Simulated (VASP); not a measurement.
# Ti (P6/mmm) in VASP: a series of runs

The runs below take Ti through single point, relaxation of cell and atoms, with PBE.

All numbers are computed with VASP 6.6.1; they aren't measurements. Logs are shortened: lines on timing, memory, paths and dates and some standing lists are left out, and cuts for length are marked.

**1. The cell of the first run**

Symmetry: P6/mmm, No. 191, hexagonal system. The conventional cell has a = 4.593 Å, b = 4.593 Å, c = 2.838 Å, α = 90.00°, β = 90.00°, γ = 120.00°. Within 3.7 Å of Ti (site symmetry 6/mmm) lie 14 Ti at 2.84 to 3.01 Å. Within 3.5 Å of Ti (site symmetry -6m2) lie 11 Ti at 2.65 to 3.01 Å.

This isn't the form of Ti at room conditions, which is hcp.

**2. Single point, PBE**

Input file INCAR:

```
SYSTEM = Ti
ALGO = Normal
EDIFF = 1E-7
ENCUT = 520
GGA = PE
ISIF = 2
ISMEAR = -1
LASPH = .True.
LCHARG = .True.
LELF = .True.
LREAL = .False.
LVHAR = .True.
LWAVE = .False.
NBANDS = 25
NELM = 60
PREC = Accurate
SIGMA = 0.05
```

Input file KPOINTS:

```
k-points
0
Gamma
  8 8 11
  0 0 0
```

Input file POSCAR:

```
Ti
1.0
    4.5933652105      0.0000000000      0.0000000000
   -2.2966826053      3.9779709612      0.0000000000
    0.0000000000      0.0000000000      2.8378767206
Ti
3
Direct
    0.0000000000      0.0000000000      0.0000000000
    0.3333333333      0.6666666667      0.5000000000
    0.6666666667      0.3333333333      0.5000000000
```

Potentials or basis: VASP PAW PBE potentials, release 64 (Ti_sv).

Command:

```bash
> cat potpaw_PBE.64/Ti_sv/POTCAR > POTCAR
> mpirun -np 1 vasp_std > vasp.out
```

OUTCAR:

```text
SYSTEM = Ti
   EDIFF = 1E-7
   ENCUT = 520
   GGA = PE
   ISIF = 2
   ISMEAR = -1
   LASPH = .True.
   LREAL = .False.
   NELM = 60
   PREC = Accurate

 ion  position               nearest neighbor table
   1  0.000  0.000  0.000-
   2  0.333  0.667  0.500-   3 2.65   3 2.65   3 2.65
   3  0.667  0.333  0.500-   2 2.65   2 2.65   2 2.65

  LATTYP: Found a hexagonal cell.
 ALAT       =     4.5933652105
 C/A-ratio  =     0.6178208330

  Lattice vectors:

 A1 = (   4.5933652105,   0.0000000000,   0.0000000000)
 A2 = (  -2.2966826053,   3.9779709612,   0.0000000000)
 A3 = (   0.0000000000,   0.0000000000,   2.8378767206)

Analysis of symmetry for initial positions (statically):
=====================================================================
 Subroutine PRICEL returns:
 Original cell was already a primitive cell.

 Routine SETGRP: Setting up the symmetry group for a
 hexagonal supercell.

 Subroutine GETGRP returns: Found 24 space group operations
 (whereof 24 operations were pure point group operations)
 out of a pool of 24 trial point group operations.

The static configuration has the point symmetry D_6h.

Analysis of symmetry for dynamics (positions and initial velocities):
=====================================================================
 Subroutine PRICEL returns:
 Original cell was already a primitive cell.

 Routine SETGRP: Setting up the symmetry group for a
 hexagonal supercell.

 Subroutine GETGRP returns: Found 24 space group operations
 (whereof 24 operations were pure point group operations)
 out of a pool of 24 trial point group operations.

The dynamic configuration has the point symmetry D_6h.

 Subroutine INISYM returns: Found 24 space group operations
 (whereof 24 operations are pure point group operations),
 and found     1 'primitive' translations

----------------------------------------------------------------------------------------

                                     Primitive cell

  volume of cell :      51.8545

  direct lattice vectors                    reciprocal lattice vectors
     4.593365211  0.000000000  0.000000000     0.217705311  0.125692220  0.000000000
    -2.296682605  3.977970961  0.000000000     0.000000000  0.251384439  0.000000000
     0.000000000  0.000000000  2.837876721     0.000000000  0.000000000  0.352376124
[... 75 lines left out ...]
   NGXF,Y,Z  is equivalent  to a cutoff of  26.06, 26.06, 28.12 a.u.
 SYSTEM =  Ti
   PREC   = accura    normal or accurate (medium, high low for compatibility)
   ISTART =      0    job   : 0-new  1-cont  2-samecut
   ICHARG =      2    charge: 1-file 2-atom 10-const
   ISPIN  =      1    spin polarized calculation?
   LNONCOLLINEAR =      F non collinear calculations
   LSORBIT =      F    spin-orbit coupling
   LASPH  =      T    aspherical Exc in radial PAW
   ENCUT  =  520.0 eV  38.22 Ry    6.18 a.u.   8.54  8.54  5.28*2*pi/ulx,y,z
   NELM   =     60;   NELMIN=  2; NELMDL= -5     # of ELM steps
   EDIFF  = 0.1E-06   stopping-criterion for ELM
   LREAL  =      F    real-space projection
   EDIFFG = 0.1E-05   stopping-criterion for IOM
   NSW    =      0    number of steps for IOM
   IBRION =     -1    ionic relax: 0-MD 1-quasi-New 2-CG
   NFREE  =      0    steps in history (QN), initial steepest desc. (CG)
   ISIF   =      2    stress and relaxation
   ISYM   =      2    0-nonsym 1-usesym 2-fastsym
   POTIM  = 0.5000    time-step for ionic-motion
   TEBEG  =    0.0;   TEEND  =   0.0 temperature during run
   PSTRESS=    0.0 pullay stress
   NELECT =      36.0000    total number of electrons
   NUPDOWN=      -1.0000    fix difference up-down
   EMIN   =  10.00;   EMAX   =-10.00  energy-range for DOS
   EFERMI =   0.00;   METHOD = LEGACY
   ISMEAR =    -1;   SIGMA  =   0.05  broadening in eV -4-tet -1-fermi 0-gaus
   EFERMI_NEDOS =   21; number of points for ismear=-14 and -15
   IALGO  =     38    algorithm
   IMIX   =      4    mixing-type and parameters
     AMIX     =   0.40;   BMIX     =  1.00
     AMIX_MAG =   1.60;   BMIX_MAG =  1.00
  volume/ion in A,a.u.               =      17.28       116.64
  Fermi-wavevector in a.u.,A,eV,Ry     =   1.449596  2.739339 28.590308  2.101328
  Thomas-Fermi vector in A             =   2.567304
   LORBIT       =      0    0 simple, 1 ext, 2 COOP (PROOUT), +10 PAW based schemes
   GGA     = PE    functional components
   LHFCALC =     F    Hartree Fock is set to
   AEXX    =    0.0000 exact exchange contribution
   IVDW    =     0    specifies the selected vdW correction
   LEPSILON=     F    determine dielectric tensor
   LRPA    =     F    only Hartree local field effects (RPA)
 non-spin polarized calculation
  energy-cutoff  :      520.00
  volume of cell :       51.85
 maximum number of plane-waves:      1420
 NGX is ok and might be reduce to    36

 number of electron      35.9999982 magnetization

 Free energy of the ion-electron system (eV)
  ---------------------------------------------------
  ext. energy  EPLUGINS =         0.00000000
  ---------------------------------------------------
  free energy    TOTEN  =       -23.53276757 eV

  energy without entropy =      -23.50989387  energy(sigma->0) =      -23.52133072

 E-fermi :   8.2725     XC(G=0): -11.5201

 val. band max:        8.2711886674   @ k =   0.2500   0.2500   0.0000
 cond. band min:       8.2851921527   @ k =   0.3750  -0.0000   0.0000
 fundamental gap:      0.0140034853
 Fermi energy:         8.2725043976

 k-point     1 :       0.0000    0.0000    0.0000
  band No.  band energies     occupation
      1     -48.6330      2.00000
      2     -48.3705      2.00000
      3     -48.2126      2.00000
      4     -24.9428      2.00000
      5     -24.9428      2.00000
      6     -24.8252      2.00000
[... 661 lines left out ...]
     24      10.3751      0.00000
     25      10.7404      0.00000

 [... further k-points ...]
[... 5 lines left out ...]
  --------------------------------------------------------------------------------------
  -------------------------------------------------------------------------------------
  Total       -0.3684213     -0.3684213     -0.3624010      0.0000000      0.0000000     -0.0000000
  in kB      -11.3833279    -11.3833279    -11.1973136      0.0000000      0.0000000     -0.0000000
  external PRESSURE =     -11.3213231 kB  Pullay stress =       0.0000000 kB

 VOLUME and BASIS-vectors are now :
 -----------------------------------------------------------------------------
  energy-cutoff  :      520.00
  volume of cell :       51.85
      direct lattice vectors                 reciprocal lattice vectors
     4.593365211  0.000000000  0.000000000     0.217705311  0.125692220  0.000000000
    -2.296682605  3.977970961  0.000000000     0.000000000  0.251384439  0.000000000
     0.000000000  0.000000000  2.837876721     0.000000000  0.000000000  0.352376124

 POSITION                                       TOTAL-FORCE (eV/Angst)
 -----------------------------------------------------------------------------------
      0.00000      0.00000      0.00000        -0.000000      0.000000      0.000000
     -0.00000      2.65198      1.41894         0.000000     -0.000000     -0.000000
      2.29668      1.32599      1.41894        -0.000000      0.000000      0.000000
 -----------------------------------------------------------------------------------
    total drift:                                0.000000      0.000000     -0.000000

  FREE ENERGIE OF THE ION-ELECTRON SYSTEM (eV)
  ---------------------------------------------------
  free  energy   TOTEN  =       -23.5327675724 eV

  energy  without entropy=      -23.5098938704  energy(sigma->0) =      -23.52133072
```

stdout:

```text
POSCAR found type information on POSCAR Ti
 POSCAR found :  1 types and       3 ions
 scaLAPACK will be used
 LDA part: xc-table for (Slater+PW92), standard interpolation
 POSCAR, INCAR and KPOINTS ok, starting setup
 FFT: planning ... GRIDC
 FFT: planning ... GRID_SOFT
 FFT: planning ... GRID
 WAVECAR not read
 entering main loop
```

It used 64 s of CPU time on 1 thread of Intel Xeon 8259CL, on a shared host.

What came out:

| Property | Result |
| --- | --- |
| Free energy | -23.5328 eV |
| Pressure | -1.1 GPa |
| Band gap on the k mesh | zero (bands 18 and 19 overlap by 0.26 eV) |

**3. Relaxation of cell and atoms, PBE, target pressure -0.91 GPa, at which the enthalpy is minimised**

This run uses another cell than the first one: it holds 1 atom, not 3.

Input file INCAR:

```
SYSTEM = Ti
PREC     = Accurate       ! precision mode
ENCUT    = 600            ! plane-wave cutoff, eV
EDIFF    = 1E-7           ! SCF threshold, eV
ISMEAR   = -1             ! smearing method
SIGMA    = 0.05           ! smearing width, eV
LREAL    = .False.        ! projectors in reciprocal space
LASPH    = .True.         ! aspherical terms in the spheres
NELM     = 100            ! most SCF steps
ALGO     = Normal         ! electronic algorithm
ISIF     = 3              ! what is computed and relaxed
LWAVE    = .False.        ! write WAVECAR
LCHARG   = .False.        ! write CHGCAR
GGA      = PE             ! functional
IBRION   = 2              ! ionic algorithm
NSW      = 32             ! ionic steps
EDIFFG   = -0.005         ! ionic threshold
PSTRESS  = -9.1
```

Input file KPOINTS:

```
Automatic mesh
0
Gamma
  16 16 14
  0 0 0
```

Input file POSCAR:

```
Ti
1.0
    2.7394748891      0.0000000000      0.0000000000
   -1.3697374446      2.3724548470      0.0000000000
    0.0000000000      0.0000000000      2.7477180294
Ti
1
Direct
    0.0000000000      0.0000000000      0.0000000000
```

Potentials or basis: VASP PAW PBE potentials, release 64 (Ti_sv).

Command:

```bash
> cat potpaw_PBE.64/Ti_sv/POTCAR > POTCAR
> mpirun -np 1 vasp_std > vasp.out
```

Wall time 76 s (1 thread of Intel Xeon 8259CL, shared host); peak memory 0.19 GiB.

The run converged. Its results:

| Property | Result |
| --- | --- |
| Free energy | -7.4799 eV |
| Relaxed volume | 17.81 Å³/atom |
| Relaxed cell | a = 2.737 Å, b = 2.737 Å, c = 2.745 Å, α = 90.00°, β = 90.00°, γ = 120.00° |
| Space group after relaxing (to 0.1 Å) | P6/mmm (No. 191) |
| Energy change on relaxing (the run minimises the enthalpy) | -0.3 meV/atom |
| Ionic steps | 3 |
| Pressure after relaxing | -0.9 GPa |
| Band gap on the k mesh | zero (bands 6 and 7 overlap by 0.57 eV) |

Step by step:
```tsv
step	energy change (eV)	largest force (eV/Å)	pressure (GPa)	volume (Å³)
1	0.0000	0.0000	-1.13	17.86
2	-0.0004	0.0000	-0.82	17.80
3	-0.0003	0.0000	-0.88	17.81
```

Final structure:
```xyz
1
Lattice="2.7372 0.0000 0.0000 -1.3686 2.3705 0.0000 0.0000 0.0000 2.7454" Properties=species:S:1:pos:R:3 pbc="T T T"
Ti    0.0000    0.0000    0.0000
```

Levels at points of the mesh, in eV from the Fermi level:
| k point | band 2 | band 3 | band 4 | band 5 | band 6 | band 7 | band 8 | band 9 | band 10 |
| --- | --- | --- | --- | --- | --- | --- | --- | --- | --- |
| (0.00, 0.00, 0.00) | -32.53 | -32.30 | -32.30 | -5.76 | -1.24 | 1.15 | 1.15 | 3.86 | 3.86 |
| (0.50, 0.00, 0.00) | -33.19 | -32.50 | -32.42 | -2.37 | -0.33 | 0.98 | 1.71 | 3.44 | 4.36 |
| (0.00, 0.00, 0.50) | -33.15 | -32.25 | -32.25 | -2.32 | -0.64 | 1.52 | 1.52 | 2.59 | 2.59 |
| (0.50, 0.00, 0.50) | -33.09 | -32.98 | -32.44 | -2.33 | -1.17 | 1.76 | 4.46 | 4.59 | 5.99 |

Caveat: the cell is relaxed towards a set pressure, so the run minimises the enthalpy, not the energy.
